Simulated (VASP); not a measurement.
Input of a VASP 6.6.1 run:

The input INCAR:

```
SYSTEM = HgTe
PREC     = Accurate       ! precision mode
ENCUT    = 600            ! plane-wave cutoff, eV
EDIFF    = 1E-6           ! SCF threshold, eV
ISMEAR   = -1             ! smearing method
SIGMA    = 0.03           ! smearing width, eV
LREAL    = .FALSE.        ! projectors in reciprocal space
LASPH    = .TRUE.         ! aspherical terms in the spheres
NELM     = 100            ! most SCF steps
ALGO     = Normal         ! electronic algorithm
ISIF     = 3              ! what is computed and relaxed
LWAVE    = .FALSE.        ! write WAVECAR
LCHARG   = .FALSE.        ! write CHGCAR
GGA      = PE             ! functional
IBRION   = 2              ! ionic algorithm
NSW      = 100            ! ionic steps
EDIFFG   = -0.005         ! ionic threshold
```

File KPOINTS:

```
Automatic mesh
0
G
  10 10 6
  0 0 0
```

POSCAR

```
HgTe
1.0
    4.5558582445      0.0000000000      0.0000000000
   -2.2779291223      3.9454889758      0.0000000000
    0.0000000000      0.0000000000      7.4260489385
Hg Te
2 2
Direct
    0.3333333333      0.6666666667      0.0000000000
    0.6666666667      0.3333333333      0.5000000000
    0.3333333333      0.6666666667      0.3760000000
    0.6666666667      0.3333333333      0.8760000000
```

Potentials or basis: VASP PAW PBE potentials, release 64 (Hg, Te).

Run with:

```bash
$ cat potpaw_PBE.64/Hg/POTCAR potpaw_PBE.64/Te/POTCAR > POTCAR
$ mpirun -np 1 vasp_std > vasp.out
```

Question: Predict the relaxed cell.

Answer: a = 4.701 Å, b = 4.701 Å, c = 7.714 Å, α = 90.00°, β = 90.00°, γ = 120.00°.

Question: Estimate the band gap on the k mesh.

Answer: Zero (filled and empty bands touch).

Question: Predict the space group after relaxing (to 0.05 Å).

Answer: P6_3mc (No. 186).

Final structure:
```
CELL_PARAMETERS angstrom
4.70093 0.00000 0.00000
-2.35046 4.07112 0.00000
0.00000 0.00000 7.71363
ATOMIC_POSITIONS crystal
Hg 0.33333 0.66667 0.00056
Hg 0.66667 0.33333 0.50056
Te 0.33333 0.66667 0.37544
Te 0.66667 0.33333 0.87544
```

Caveat: spin-orbit coupling is left out, which moves the levels of the heavy elements.
